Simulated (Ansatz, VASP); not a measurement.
**SrO in VASP and in Ansatz**

Contents of INCAR:

```
SYSTEM = SrO
PREC     = Accurate       ! precision mode
ENCUT    = 600            ! plane-wave cutoff, eV
EDIFF    = 1E-7           ! SCF threshold, eV
ISMEAR   = -1             ! smearing method
SIGMA    = 0.05           ! smearing width, eV
LREAL    = .FALSE.        ! projectors in reciprocal space
LASPH    = .TRUE.         ! aspherical terms in the spheres
NELM     = 100            ! most SCF steps
ALGO     = Normal         ! electronic algorithm
ISIF     = 3              ! what is computed and relaxed
LWAVE    = .FALSE.        ! write WAVECAR
LCHARG   = .FALSE.        ! write CHGCAR
GGA      = RP             ! functional
IVDW     = 13             ! dispersion correction
IBRION   = 2              ! ionic algorithm
NSW      = 60             ! ionic steps
EDIFFG   = -0.01          ! ionic threshold
```

File KPOINTS:

```
Automatic mesh
0
G
  9 9 9
  0 0 0
```

File POSCAR:

```
SrO
1.0
    0.0000000000      2.5663000000      2.5663000000
    2.5663000000      0.0000000000      2.5663000000
    2.5663000000      2.5663000000      0.0000000000
Sr O
1 1
Direct
    0.5000000000      0.5000000000      0.5000000000
    0.0000000000      0.0000000000      0.0000000000
```

File input.yaml:

```yaml
crystal:
  lattice:
    - [0.0, 2.5663, 2.5663]
    - [2.5663, 0.0, 2.5663]
    - [2.5663, 2.5663, 0.0]
  atoms:
    - { symbol: Sr, position: [0.5, 0.5, 0.5] }
    - { symbol: O, position: [0.0, 0.0, 0.0] }
hamiltonian:
  xc: rpbe
  pseudopotentials: { kind: paw }
  dispersion: d4
kpoints:
  mp_grid: { grid: [9, 9, 9] }
scf:
  occupations: { method: fermi_dirac, width: 0.05 }
output:
  forces: true
  stress: true
  write_density: true
  write_potential: true
  elf: true
  volumetric_format: npy
relax:
  f_tol: 0.01
  max_steps: 40
  cell: { stress_tol: 0.05 }
```

Alike in both runs: task relaxation of cell and atoms; functional RPBE; dispersion D4; k mesh 9 × 9 × 9; occupations fermi-dirac, width 0.05 eV; no spin polarisation.

```csv
,VASP,Ansatz
version,VASP 6.6.1,Ansatz 0.2.0
potentials or method,"VASP PAW PBE potentials, release 64 (Sr_sv, O)",Ansatz PAW
plane-wave cutoff (eV),600,420
valence electrons in the cell,16,16
```

```tsv
	VASP	Ansatz	Ansatz less VASP
gap on the k mesh at the Fermi level, each at its own relaxed structure (eV)	3.45	3.50	+0.045
relaxed volume (Å³/atom)	17.62	17.53	-0.097
relaxed cell length with the largest relative difference (Å)	3.680	3.674	-0.0067
```

VASP's potentials were made for PBE, not for RPBE.

Noted on Ansatz's run: odd divisions of the mesh miss points on the zone boundary, where band edges often lie, so the gap on the mesh can be too wide; the plane-wave basis is chosen anew once the cell has moved, so the energies of steps on either side of that aren't comparable.
